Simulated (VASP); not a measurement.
Here is a VASP 6.6.1 calculation.

INCAR

```
SYSTEM = Ti2Cl
ALGO     = Normal         ! electronic algorithm
EDIFF    = 1E-7           ! SCF threshold, eV
EDIFFG   = -0.04          ! ionic threshold
ENCUT    = 600            ! plane-wave cutoff, eV
GGA      = PE             ! functional
IBRION   = 2              ! ionic algorithm
ISIF     = 3              ! what is computed and relaxed
ISMEAR   = 0              ! smearing method
ISPIN    = 2              ! spin polarisation
LASPH    = .True.         ! aspherical terms in the spheres
LCHARG   = .False.        ! write CHGCAR
LMAXMIX  = 4              ! l up to which the mixer works
LORBIT   = 11             ! projections on sites
LREAL    = .False.        ! projectors in reciprocal space
LWAVE    = .False.        ! write WAVECAR
MAGMOM   = 1 1 0          ! initial moments
NELM     = 150            ! most SCF steps
NSW      = 90             ! ionic steps
PREC     = Accurate       ! precision mode
SIGMA    = 0.1            ! smearing width, eV
```

KPOINTS

```
k-points
0
Gamma
  6 6 4
  0 0 0
```

The input POSCAR:

```
Ti2Cl
1.0
    2.9632872900      0.0000000000      0.0000000000
    0.0000000000      2.9632872900      0.0000000000
    0.0000000000      0.0000000000      6.1140055200
Ti Cl
2 1
Direct
    0.5000000000      0.5000000000      0.2949999900
    0.5000000000      0.5000000000      0.7050000100
    0.0000000000      0.0000000000      0.0000000000
```

Potentials or basis: VASP PAW PBE potentials, release 64 (Ti_sv, Cl).

Command:

```console
$ cat potpaw_PBE.64/Ti_sv/POTCAR potpaw_PBE.64/Cl/POTCAR > POTCAR
$ mpirun -np 1 vasp_std > vasp.out
```

(1) Estimate the net moment.

(2) Predict the space group after relaxing (to 0.1 Å).

Results:

(1) 0.00 μB per cell.

(2) P4/mmm (No. 123).
